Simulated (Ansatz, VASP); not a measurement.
# Two plane-wave programs on AgRh

File INCAR:

```
PREC = Accurate ; ENCUT = 600
EDIFF = 1E-7 ; ISMEAR = 1
SIGMA = 0.15 ; LREAL = False
LASPH = True ; NELM = 100
ALGO = Normal ; ISIF = 3
LWAVE = False ; LCHARG = False
GGA = CA ; IBRION = 2
NSW = 80 ; EDIFFG = -0.01
```

The input KPOINTS:

```
Automatic mesh
0
Gamma
  12 12 6
```

POSCAR

```
AgRh
1.0
    2.7775880000      0.0000000000      0.0000000000
   -1.3887940000      2.4054617692      0.0000000000
    0.0000000000      0.0000000000      4.8086020000
Ag Rh
1 1
Direct
    0.0000000000      0.0000000000      0.5000000000
    0.6666666667      0.3333333333      0.0000000000
```

Input for Ansatz:

```yaml
crystal:
  lattice:
    a: 2.777588
    b: 2.777588
    c: 4.808602
    alpha: 90.0
    beta: 90.0
    gamma: 120.0
  space_group: 187
  atoms:
    - { symbol: Ag, position: [0.0, 0.0, 0.5] }
    - { symbol: Rh, position: [0.6666666666666666, 0.3333333333333333, 0.0] }
kpoints:
  mp_grid:
    grid: [12, 12, 6]
hamiltonian:
  xc: lda
  dispersion: none
scf:
  convergence:
    dr2_threshold: 1.0e-09
  occupations:
    method: cold
    width: 0.15
relax:
  f_tol: 0.01
  max_steps: 60
  cell: {}
```

Alike in both runs: task relaxation of cell and atoms; functional LDA; k mesh 12 × 12 × 6; no spin polarisation.

|  | VASP | Ansatz |
| --- | --- | --- |
| version | VASP 6.6.1 | Ansatz 0.2.0 |
| potentials or method | VASP PAW LDA potentials, release 64 (Ag, Rh_pv) | plane waves, PAW |
| plane-wave cutoff (eV) | 600 | 420 |
| occupations | methfessel-paxton of order 1, width 0.15 eV | cold, width 0.15 eV |
| valence electrons in the cell | 26 | 36 |

|  | VASP | Ansatz | Ansatz less VASP |
| --- | --- | --- | --- |
| relaxed volume (Å³/atom) | 14.63 | 14.60 | -0.028 |
| relaxed cell length with the largest relative difference (Å) | 2.698 | 2.696 | -0.0021 |

LDA's correlation is that of Perdew and Zunger in VASP and of Perdew and Wang (1992) in Ansatz. VASP's potentials hold 26 valence electrons a cell and Ansatz's 36, so a difference there can come from the potentials and not from the codes. Ansatz's warnings: stress scf threshold loose.
